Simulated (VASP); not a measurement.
Wanted: the native input for a VASP 6.6.1 run.

```
Task                   : single point
Functional             : BLYP
Dispersion             : D3(BJ)
Potentials or basis    : VASP PAW PBE potentials, release 64 (Se, Zn)
Cutoff                 : 520 eV
k mesh                 : 8 × 8 × 8
Occupations            : fermi-dirac, width 0.05 eV
Spin                   : no spin polarisation
Dipole correction      : no
Further INCAR settings : ALGO = Normal; EDIFF = 1e-06; NBANDS = 16
```

The structure of ZnSe (Stilleite) lies in POSCAR:

```
ZnSe
1.0
    0.0000000000      2.8147806350      2.8147806350
    2.8147806350      0.0000000000      2.8147806350
    2.8147806350      2.8147806350      0.0000000000
Se Zn
1 1
Direct
    0.7500000000      0.7500000000      0.7500000000
    0.0000000000      0.0000000000      0.0000000000
```

These files were run (other wordings do the same):

INCAR

```
SYSTEM = ZnSe
  PREC = Accurate
  ENCUT = 520
  EDIFF = 1E-6
  ISMEAR = -1
  SIGMA = 0.05
  LREAL = .False.
  LASPH = .True.
  NELM = 80
  ALGO = Normal
  ISIF = 2
  LWAVE = .False.
  LCHARG = .False.
  GGA = B5
  ALDAX = 1.0
  AGGAX = 1.0
  AGGAC = 1.0
  ALDAC = 0.0
  IVDW = 12
  VDW_S6 = 1.0
  VDW_S8 = 2.6996
  VDW_A1 = 0.4298
  VDW_A2 = 4.2359
  NBANDS = 16
```

KPOINTS

```
Automatic mesh
0
Gamma
  8 8 8
  0 0 0
```

Potentials or basis: VASP PAW PBE potentials, release 64 (Se, Zn).

Run with:

```bash
$ cat potpaw_PBE.64/Se/POTCAR potpaw_PBE.64/Zn/POTCAR > POTCAR
$ mpirun -np 1 vasp_std > vasp.out
```

It gave:

- Pressure: 1.3 GPa
- Band gap on the k mesh: 1.36 eV, direct
- Dispersion energy per atom: -0.733 eV

Caveat: the PAW data sets were made with another functional, which shifts forces and pressure a little.

It took 28 s on 1 thread of Intel(R) Xeon(R) Platinum 8488C (Sapphire Rapids), on a shared host, peak memory 0.18 GiB.
